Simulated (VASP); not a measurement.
Runs of VASP 6.6.1 on Pd2Pt. The structure is that of space group Fm-3m (No. 225), or close to it. The cells are those of the table. 

| task | cell | k mesh | cutoff (eV) | gap on the mesh (eV) | pressure (GPa) | relaxed volume (Å³/atom) |
| --- | --- | --- | --- | --- | --- | --- |
| relaxation of cell and atoms | relaxed from a = 4.289 Å, angles 60.0°, 3 atoms | 14 × 14 × 14 | 600 | none | 0.0 | 18.57 |
| single point | a = 4.289 Å, angles 60.0°, 3 atoms | 6 × 6 × 6 | 520 | none | -0.3 | - |
| single point | a = 4.291 Å, angles 60.0°, 3 atoms | 14 × 14 × 14 | 520 | none | (a) | - |
| relaxation of cell and atoms | relaxed from a = 3.926 Å, angles 60.0°, 3 atoms | 6 × 6 × 6 | 600 | none | 0.2 | 18.53 |

Alike in all rows: level PBE; potentials or basis VASP PAW PBE potentials, release 64 (Pd, Pt); no spin polarisation; smearing gaussian 0.1 eV.

Problem. Fill in the values left out.

Solution. (a) -0.4.

Caveats: spin-orbit coupling is left out, which moves the levels of the heavy elements; the volume moved by over 15 % at a fixed basis, so the end points are rough (some runs).

A k mesh can miss the band edges, and the runs leave out spin-orbit coupling on Pd, Pt.

A gap of «none» marks levels without a gap at the run's occupations.
